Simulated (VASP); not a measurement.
A run of VASP 6.6.1 is set up as follows.

File INCAR:

```
PREC     = Accurate       # precision mode
ENCUT    = 520            # plane-wave cutoff, eV
EDIFF    = 1E-6           # SCF threshold, eV
ISMEAR   = 0              # smearing method
SIGMA    = 0.02           # smearing width, eV
LREAL    = False          # projectors in reciprocal space
LASPH    = True           # aspherical terms in the spheres
NELM     = 80             # most SCF steps
ALGO     = Normal         # electronic algorithm
ISIF     = 2              # what is computed and relaxed
LWAVE    = False          # write WAVECAR
LCHARG   = False          # write CHGCAR
GGA      = PE             # functional
NBANDS   = 51             # bands
```

Contents of KPOINTS:

```
Automatic mesh
0
Gamma
  6 6 2
```

POSCAR

```
RbBr
1.0
    4.9092608051      0.0000000000      0.0000000000
   -2.4546304026      4.2515445710      0.0000000000
    0.0000000000      0.0000000000     20.7364864342
Rb Br
5 5
Direct
    0.0000000000      0.0000000000     -0.0019124810
    0.3333333333      0.6666666667      0.2019124810
    0.0000000000      0.0000000000      0.4025656638
    0.6666666667      0.3333333333      0.6000000000
    0.3333333333      0.6666666667      0.7974343362
    0.6666666667      0.3333333333      0.1000000000
    0.6666666667      0.3333333333      0.3037527703
    0.3333333333      0.6666666667      0.5013049382
    0.0000000000      0.0000000000      0.6986950618
    0.6666666667      0.3333333333      0.8962472297
```

Potentials or basis: VASP PAW PBE potentials, release 64 (Rb_sv, Br).

Run with:

```console
$ cat potpaw_PBE.64/Rb_sv/POTCAR potpaw_PBE.64/Br/POTCAR > POTCAR
$ mpirun -np 1 vasp_std > vasp.out
```

(1) Estimate the pressure.

(2) Estimate the band gap on the k mesh.

(3) What does it give for the largest force?

Answers

(1) 0.0 GPa.

(2) 4.00 eV.

(3) 0.004 eV/Å.
